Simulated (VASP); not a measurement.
The system is PdWSe4.

```
Pd W Se
1.0
     5.68688    0.00000    0.00000
    -2.84344    4.92499    0.00000
     0.00000    0.00000    4.33309
Pd W Se
1 1 4
Direct
  0.33333 0.66667 0.00000
  0.00000 0.00000 0.00000
  0.66667 0.33333 0.00000
  0.49246 0.98492 0.50000
  0.01508 0.50754 0.50000
  0.49246 0.50754 0.50000
```

- Program: VASP 6.6.1
- Task: relaxation of cell and atoms
- Functional: PBE
- Potentials or basis: VASP PAW PBE potentials, release 64 (Pd, W_sv, Se)
- Cutoff: 600 eV
- k mesh: 6 × 6 × 4
- Occupations: gaussian, width 0.1 eV
- Spin: no spin polarisation

At the start: pressure 0.3 GPa; volume 20.23 Å³/atom.

Question: Where does the relaxation end?

Answer: Over 34 steps the energy falls by 284.0 meV/atom and the volume is 24.43 Å³/atom (+20.8 %); space group P-6m2 (No. 187, to 0.05 Å).

The path:
```csv
step,energy change (eV),largest force (eV/Å),pressure (GPa),volume (Å³)
1,0.0000,0.0742,0.31,121.36
2,-0.0168,0.0332,-0.27,122.05
3,-0.0597,0.1081,-1.69,124.03
4,-0.1588,0.4836,-3.43,127.67
5,-0.3067,1.6309,-3.69,133.62
6,-0.3089,1.6469,-3.68,133.69
7,-0.3152,1.6932,-3.63,133.89
8,-0.3272,1.7892,-3.51,134.28
9,-0.3484,1.9927,-3.23,135.02
10,-0.3819,2.4638,-2.38,136.39
11,-0.4681,3.6210,0.24,138.58
12,0.0825,7.2878,9.45,140.98
13,-0.4978,3.9187,0.99,139.01
14,-0.4786,4.7563,2.97,139.81
15,-0.5018,4.2380,1.74,139.35
16,-0.5337,4.4198,2.19,140.05
17,-0.5615,4.9696,3.80,141.95
18,-0.6351,4.7945,3.60,142.51
19,-0.8337,4.3124,3.14,144.15
20,-1.1401,3.5284,2.72,147.31
21,-1.4028,1.7282,3.35,153.22
22,-1.5032,1.4192,2.08,154.01
23,-1.6389,0.6729,-1.27,156.28
24,-1.6403,0.6149,-1.54,156.49
25,-1.6574,0.4392,-1.30,155.59
26,-1.6816,0.0618,-0.54,153.20
27,-1.6825,0.1842,-0.35,152.66
28,-1.6864,0.1525,-0.25,152.05
29,-1.6955,0.0575,0.04,150.22
30,-1.7002,0.1343,0.66,146.59
31,-1.7033,0.1026,0.30,146.42
32,-1.7035,0.0890,0.14,146.34
33,-1.7035,0.0907,0.15,146.35
34,-1.7040,0.0375,0.11,146.56
```

Final structure:
```cif
data_structure
_symmetry_space_group_name_H-M 'P 1'
_symmetry_Int_Tables_number 1
_cell_length_a 4.9216
_cell_length_b 4.9216
_cell_length_c 6.9868
_cell_angle_alpha 90.000
_cell_angle_beta 90.000
_cell_angle_gamma 120.000
_cell_volume 146.56
loop_
_atom_site_label
_atom_site_type_symbol
_atom_site_fract_x
_atom_site_fract_y
_atom_site_fract_z
_atom_site_occupancy
Pd1 Pd 0.33333 0.66667 0.00000 1
W1 W 0.00000 0.00000 0.00000 1
Se1 Se 0.66667 0.33333 0.00000 1
Se2 Se 0.50021 0.00041 0.50000 1
Se3 Se 0.99959 0.49979 0.50000 1
Se4 Se 0.50021 0.49979 0.50000 1
```

Caveat: the k points lie up to 0.25 Å⁻¹ apart in the final cell; the volume moved by over 15 % at a fixed basis, so the end points are rough.
